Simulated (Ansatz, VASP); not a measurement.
# Two plane-wave programs on CsCaH3

File INCAR:

```
SYSTEM = CsCaH3
PREC = Accurate
ENCUT = 520
EDIFF = 1E-6
ISMEAR = 0
SIGMA = 0.05
LREAL = .False.
LASPH = .True.
NELM = 100
ALGO = Normal
ISIF = 2
LWAVE = .False.
LCHARG = .True.
LELF = .True.
LVHAR = .True.
NBANDS = 19
```

The input KPOINTS:

```
Automatic mesh
0
Gamma
  6 6 6
  0 0 0
```

POSCAR

```
CsCaH3
1.0
    4.4825504200      0.0000000000      0.0000000000
    0.0000000000      4.6211860000      0.0000000000
    0.0000000000      0.0000000000      4.6211860000
Cs Ca H
1 1 3
Direct
    0.0000000000      0.0000000000      0.0000000000
    0.5000000000      0.5000000000      0.5000000000
    0.5000000000      0.0000000000      0.5000000000
    0.0000000000      0.5000000000      0.5000000000
    0.5000000000      0.5000000000      0.0000000000
```

Input for Ansatz:

```yaml
crystal:
  lattice:
    - [4.48255042, 0.0, 0.0]
    - [0.0, 4.621186, 0.0]
    - [0.0, 0.0, 4.621186]
  atoms:
    - { symbol: Cs, position: [0.0, 0.0, 0.0] }
    - { symbol: Ca, position: [0.5, 0.5, 0.5] }
    - { symbol: H, position: [0.5, 0.0, 0.5] }
    - { symbol: H, position: [0.0, 0.5, 0.5] }
    - { symbol: H, position: [0.5, 0.5, 0.0] }
basis:
  ecutwfc: 420
kpoints:
  mp_grid: { grid: [6, 6, 6] }
hamiltonian:
  xc: lda
scf:
  occupations: { method: gaussian, width: 0.05 }
output:
  forces: true
  stress: true
  eigenvalues: true
```

Change from the starting cell: strain -0.0300 x Voigt [1, 0, 0, 0, 0, 0], atoms carried along.

Alike in both runs: task single point; functional LDA; k mesh 6 × 6 × 6; occupations gaussian, width 0.05 eV; no spin polarisation.

|  | VASP | Ansatz |
| --- | --- | --- |
| version | VASP 6.6.1 | Ansatz 0.2.0 |
| potentials or method | VASP PAW LDA potentials, release 64 (Cs_sv, Ca_sv, H), cutoff 520 eV | scalar-relativistic, plane waves, PAW |
| valence electrons in the cell | 22 | 22 |

```tsv
	VASP	Ansatz	Ansatz less VASP
gap on the k mesh at the Fermi level (eV)	2.72	2.74	+0.017
least direct gap on the mesh (eV)	2.72	2.74	+0.017
pressure (GPa)	-1.7	-1.7	-0.05
traceless stress, the component that is largest in VASP (GPa)	0.84	0.83	-0.010
```

LDA's correlation is that of Perdew and Zunger in VASP and of Perdew and Wang (1992) in Ansatz.

Spin-orbit coupling is off throughout.
